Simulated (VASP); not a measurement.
Write the native input for VASP 6.6.1 that does the following.

```yaml
Task: single point
Functional: PBE
Potentials_or_basis: VASP PAW PBE potentials, release 64 (B, As)
Cutoff: 520 eV
k_mesh: 5 × 5 × 5
Occupations: gaussian, width 0.2 eV
Spin: no spin polarisation
Dipole_correction: no
Further_INCAR_settings: ALGO = Normal; EDIFF = 1e-06; NBANDS = 27
```

The structure of B3As5 lies in POSCAR:

```
B3As5
1.0
    1.7519467777      1.0114869437     12.0173186298
   -1.7519467777      1.0114869437     12.0173186298
    0.0000000000     -2.0229738874     12.0173186298
B As
3 5
Direct
    0.6586243789      0.6586243789      0.6586243789
    0.2487957238      0.2487957238      0.2487957238
    0.8390296207      0.8390296207      0.8390296207
    0.6007549236      0.6007549236      0.6007549236
    0.0110088541      0.0110088541      0.0110088541
    0.7809732068      0.7809732068      0.7809732068
    0.1908809866      0.1908809866      0.1908809866
    0.4094323056      0.4094323056      0.4094323056
```

One way to write it, as run:

INCAR

```
PREC     = Accurate       # precision mode
ENCUT    = 520            # plane-wave cutoff, eV
EDIFF    = 1E-6           # SCF threshold, eV
ISMEAR   = 0              # smearing method
SIGMA    = 0.2            # smearing width, eV
LREAL    = F              # projectors in reciprocal space
LASPH    = T              # aspherical terms in the spheres
NELM     = 100            # most SCF steps
ALGO     = Normal         # electronic algorithm
ISIF     = 2              # what is computed and relaxed
LWAVE    = F              # write WAVECAR
LCHARG   = F              # write CHGCAR
GGA      = PE             # functional
NBANDS   = 27             # bands
```

KPOINTS

```
Automatic mesh
0
Gamma
  5 5 5
```

Potentials or basis: VASP PAW PBE potentials, release 64 (B, As).

Run with:

```bash
$ cat potpaw_PBE.64/B/POTCAR potpaw_PBE.64/As/POTCAR > POTCAR
$ mpirun -np 1 vasp_std > vasp.out
```

It gave:

```json
{"Pressure": "0.2 GPa", "Largest force": "0.155 eV/Å", "Band gap on the k mesh": "zero (bands 17 and 18 overlap by 0.36 eV)"}
```

Caveat: the k points lie up to 0.42 Å⁻¹ apart; semilocal functionals underestimate gaps, and a narrow one can read as zero.

Run time: 30 min on 1 thread of Intel Xeon 8259CL (shared host), peak memory 1.6 GiB.
